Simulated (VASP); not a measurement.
# Ge (P6_3/mmc) in VASP: further runs, part 2 of 2

VASP 6.6.1. The steps go on from the part before.

**3. Single point, PBEsol (volume scaled by 1.06, then relaxed in part)**

INCAR

```
SYSTEM = Ge
ALGO = Normal
EDIFF = 1E-6
ENCUT = 500
GGA = PS
GGA_COMPAT = .False.
ISIF = 2
ISMEAR = 0
LASPH = .True.
LCHARG = .False.
LREAL = .False.
LWAVE = .False.
NBANDS = 36
NELM = 120
PREC = Accurate
SIGMA = 0.1
```

KPOINTS

```
k-points
0
Gamma
  12 12 6
  0 0 0
```

POSCAR

```
Ge
1.0
    4.0778213060      0.0000000000      0.0000000000
   -2.0389106530      3.5314968431      0.0000000000
    0.0000000000      0.0000000000      6.7176208648
Ge
4
Direct
    0.6666666667      0.3333333333      0.0626389596
    0.3333333333      0.6666666667      0.5626389596
    0.6666666667      0.3333333333      0.4373610404
    0.3333333333      0.6666666667      0.9373610404
```

Potentials or basis: VASP PAW PBE potentials, release 64 (Ge_d).

Launch:

```
$ cat potpaw_PBE.64/Ge_d/POTCAR > POTCAR
$ mpirun -np 1 vasp_std > vasp.out
```

OUTCAR:

```text
SYSTEM = Ge
   EDIFF = 1E-6
   ENCUT = 500
   GGA = PS
   ISIF = 2
   ISMEAR = 0
   LASPH = .True.
   LREAL = .False.
   NELM = 120
   PREC = Accurate

 ion  position               nearest neighbor table
   1  0.667  0.333  0.063-   4 2.50   4 2.50   4 2.50   3 2.52
   2  0.333  0.667  0.563-   3 2.50   3 2.50   3 2.50   4 2.52
   3  0.667  0.333  0.437-   2 2.50   2 2.50   2 2.50   1 2.52
   4  0.333  0.667  0.937-   1 2.50   1 2.50   1 2.50   2 2.52

  LATTYP: Found a hexagonal cell.
[... 1136 lines left out ...]

  FORCE on cell =-STRESS in cart. coord.  units (eV):
  Direction    XX          YY          ZZ          XY          YZ          ZX
  --------------------------------------------------------------------------------------
  -------------------------------------------------------------------------------------
  Total       -2.1834748     -2.1834748     -2.1398226      0.0000000      0.0000000      0.0000000
  in kB      -36.1623182    -36.1623182    -35.4393582      0.0000000      0.0000000      0.0000000
  external PRESSURE =     -35.9213315 kB  Pullay stress =       0.0000000 kB

 VOLUME and BASIS-vectors are now :
 -----------------------------------------------------------------------------
  energy-cutoff  :      500.00
  volume of cell :       96.74
      direct lattice vectors                 reciprocal lattice vectors
     4.077821306  0.000000000  0.000000000     0.245228990  0.141583023  0.000000000
    -2.038910653  3.531496843  0.000000000     0.000000000  0.283166047  0.000000000
     0.000000000  0.000000000  6.717620865     0.000000000  0.000000000  0.148862227

 POSITION                                       TOTAL-FORCE (eV/Angst)
 -----------------------------------------------------------------------------------
      2.03891      1.17717      0.42078         0.000000      0.000000     -0.000206
     -0.00000      2.35433      3.77960        -0.000000     -0.000000     -0.000206
      2.03891      1.17717      2.93803        -0.000000      0.000000      0.000206
     -0.00000      2.35433      6.29684         0.000000     -0.000000      0.000206
 -----------------------------------------------------------------------------------
    total drift:                               -0.000000      0.000000     -0.000000

  FREE ENERGIE OF THE ION-ELECTRON SYSTEM (eV)
  ---------------------------------------------------
  free  energy   TOTEN  =       -19.6209003045 eV

  energy  without entropy=      -19.6201842179  energy(sigma->0) =      -19.62054226
```

stdout:

```text
POSCAR found type information on POSCAR Ge
 POSCAR found :  1 types and       4 ions
 scaLAPACK will be used
 -----------------------------------------------------------------------------
|                                                                             |
|                                                                             |
|     You enforced a specific xc type in the INCAR file but a different       |
|     I HOPE YOU KNOW WHAT YOU ARE DOING!                                     |
|                                                                             |
 -----------------------------------------------------------------------------

 LDA part: xc-table for (Slater+PW92), standard interpolation
 POSCAR, INCAR and KPOINTS ok, starting setup
 FFT: planning ... GRIDC
 FFT: planning ... GRID_SOFT
 FFT: planning ... GRID
 WAVECAR not read
 entering main loop
```

It took 5.2 min on 1 thread of Intel Xeon 8259CL, shared host; peak memory 0.31 GiB.

Results:

```
Free energy            : -19.6209 eV
Pressure               : -3.6 GPa
Band gap on the k mesh : zero (band 28 reaches 4.24 eV, above the bottom of band 29 at 4.23 eV)
```

Caveat: the PAW data sets were made with another functional, which shifts forces and pressure a little.

**4. Single point, PBEsol (volume scaled by 1.10, then relaxed in part)**

INCAR

```
PREC     = Accurate       # precision mode
ENCUT    = 500            # plane-wave cutoff, eV
EDIFF    = 1E-6           # SCF threshold, eV
ISMEAR   = 0              # smearing method
SIGMA    = 0.1            # smearing width, eV
LREAL    = F              # projectors in reciprocal space
LASPH    = T              # aspherical terms in the spheres
NELM     = 120            # most SCF steps
ALGO     = Normal         # electronic algorithm
ISIF     = 2              # what is computed and relaxed
LWAVE    = F              # write WAVECAR
LCHARG   = F              # write CHGCAR
GGA      = PS             # functional
NBANDS   = 36             # bands
GGA_COMPAT= F
```

KPOINTS

```
regular mesh
0
Gamma
  12 12 6
```

POSCAR

```
Ge
1.0
    4.1291003311      0.0000000000      0.0000000000
   -2.0645501655      3.5759057815      0.0000000000
    0.0000000000      0.0000000000      6.7990434859
Ge
4
Direct
    0.6666666667      0.3333333333      0.0624846945
    0.3333333333      0.6666666667      0.5624846945
    0.6666666667      0.3333333333      0.4375153055
    0.3333333333      0.6666666667      0.9375153055
```

Launch:

```
$ cat potpaw_PBE.64/Ge_d/POTCAR > POTCAR
$ mpirun -np 1 vasp_std > vasp.out
```

It took 5.3 min on 1 thread of Intel Xeon 8259CL, shared host; peak memory 0.32 GiB.

It converged, with:

```yaml
Free_energy: -19.5218 eV
Pressure: -5.3 GPa
Band_gap_on_the_k_mesh: zero (band 28 reaches 3.90 eV, above the bottom of band 29 at 3.89 eV)
```

Forces in eV/Å, atoms in the order of the input:
```
Ge   0.000  0.000  0.003
Ge   0.000  0.000  0.003
Ge   0.000  0.000 -0.003
Ge   0.000  0.000 -0.003
```

Levels at points of the mesh, in eV from the Fermi level:
| k point | band 26 | band 27 | band 28 | band 29 | band 30 | band 31 |
| --- | --- | --- | --- | --- | --- | --- |
| (0.00, 0.00, 0.00) | -0.84 | -0.37 | -0.08 | 0.12 | 0.12 | 2.26 |
| (0.50, 0.00, 0.00) | -2.74 | -2.47 | -1.28 | 0.56 | 1.35 | 3.53 |
| (0.00, 0.00, 0.50) | -0.75 | -0.75 | -0.75 | 0.35 | 0.35 | 3.28 |
| (0.50, 0.00, 0.50) | -2.29 | -2.15 | -2.15 | 0.44 | 0.44 | 2.14 |

Caveat: the PAW data sets were made with another functional, which shifts forces and pressure a little.

**5. Overview**

```csv
cell,k mesh,cutoff (eV),gap on the mesh (eV),pressure (GPa)
"a = 3.998, b = 3.998, c = 6.599 Å, angles 90.0, 90.0, 120.0°, 4 atoms",6 × 6 × 4,520,0.10,-0.1
"a = 4.078, b = 4.078, c = 6.718 Å, angles 90.0, 90.0, 120.0°, 4 atoms",12 × 12 × 6,500,none,-3.6
"a = 4.129, b = 4.129, c = 6.799 Å, angles 90.0, 90.0, 120.0°, 4 atoms",12 × 12 × 6,500,none,-5.3
```

Alike in all rows: task single point; level PBEsol; potentials or basis VASP PAW PBE potentials, release 64 (Ge_d); no spin polarisation; smearing gaussian 0.1 eV.

Caveats: the PAW data sets were made with another functional, which shifts forces and pressure a little.

Absolute energies hang on the potentials; compare differences alone.
